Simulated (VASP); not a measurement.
InP:

```
In P
1.0
     0.00000    2.95380    2.95380
     2.95380    0.00000    2.95380
     2.95380    2.95380    0.00000
In P
1 1
Direct
  0.00000 0.00000 0.00000
  0.25000 0.25000 0.25000
```

Base run:

- Program: VASP 6.6.1
- Functional: PBE0
- Potentials or basis: VASP PAW PBE potentials, release 64 (In_d, P)
- Cutoff: 520 eV
- k mesh: 6 × 6 × 6
- Occupations: gaussian, width 0.01 eV
- Spin: no spin polarisation

Its results: band gap on the k mesh 1.99 eV; pressure -0.6 GPa.

Task: The run is repeated on the same cell with these changes: functional from PBE0 to HSE06. What comes out?

Result: Band gap on the k mesh 1.35 eV; pressure -0.3 GPa.

Caveats: the PAW data sets were made with another functional, which shifts forces and pressure a little; spin-orbit coupling is left out, which moves the levels of the heavy elements.

